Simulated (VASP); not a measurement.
Here is a VASP 6.6.1 calculation.

File INCAR:

```
ALGO     = Normal         # electronic algorithm
EDIFF    = 1E-6           # SCF threshold, eV
ENCUT    = 500            # plane-wave cutoff, eV
GGA      = PE             # functional
GGA_COMPAT= F            
ISIF     = 2              # what is computed and relaxed
ISMEAR   = 1              # smearing method
LASPH    = T              # aspherical terms in the spheres
LCHARG   = F              # write CHGCAR
LREAL    = F              # projectors in reciprocal space
LWAVE    = F              # write WAVECAR
NBANDS   = 16             # bands
NELM     = 120            # most SCF steps
PREC     = Accurate       # precision mode
SIGMA    = 0.05           # smearing width, eV
```

File KPOINTS:

```
k-points
0
Gamma
  8 8 6
```

File POSCAR:

```
ZrB2
1.0
    3.1713453423      0.0000000000      0.0000000000
   -1.5856726712      2.7464656306      0.0000000000
    0.0000000000      0.0000000000      3.5414534700
Zr B
1 2
Direct
    0.0000000000      0.0000000000      0.0000000000
    0.3333333333      0.6666666667      0.5000000000
    0.6666666667      0.3333333333      0.5000000000
```

Potentials or basis: VASP PAW PBE potentials, release 64 (Zr_sv, B).

The run is started by

```bash
$ cat potpaw_PBE.64/Zr_sv/POTCAR potpaw_PBE.64/B/POTCAR > POTCAR
$ mpirun -np 1 vasp_std > vasp.out
```

(1) Estimate the band gap on the k mesh.

(2) Estimate the pressure.

Results:

(1) zero (band 9 reaches 11.27 eV, above the bottom of band 10 at 10.69 eV).

(2) 0.2 GPa.
